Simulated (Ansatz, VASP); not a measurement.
Two plane-wave programs on Cd2Se5

```
Cd Se
1.0
     7.30504    0.00000    0.00000
     0.00000    7.30504    0.00000
     0.00000    0.00000    5.31078
Cd Se
2 5
Cartesian
  3.6525 3.6525 0.0000
  0.0000 0.0000 2.6554
  1.8165 1.8165 0.0000
  5.4885 5.4885 0.0000
  5.4885 1.8165 0.0000
  1.8165 5.4885 0.0000
  0.0000 0.0000 0.0000
```

Alike in both runs: functional PBE; k mesh 3 × 3 × 3; occupations gaussian, width 0.2 eV; no spin polarisation.

Ansatz relaxed the structure, and its values are those at the end. VASP's run is a single point on that final structure, the one shown.

```csv
,VASP,Ansatz
version,VASP 6.6.1,Ansatz 0.2.0
potentials or method,"VASP PAW PBE potentials, release 64 (Cd, Se), cutoff 500 eV","scalar-relativistic, plane waves, PAW"
valence electrons in the cell,54,120
```

```tsv
	VASP	Ansatz	Ansatz less VASP
gap on the k mesh at the Fermi level (eV)	none	none	-
pressure (GPa)	0.5	0.4	-0.13
rms of the force components (eV/Å)	0.002	0.013	+0.0113
```

A gap of «none» marks a metal or a gap that the smearing closes. VASP's potentials hold 54 valence electrons a cell and Ansatz's 120, so a difference there can come from the potentials and not from the codes.

The k mesh is coarse, so the values compare programs but aren't converged.
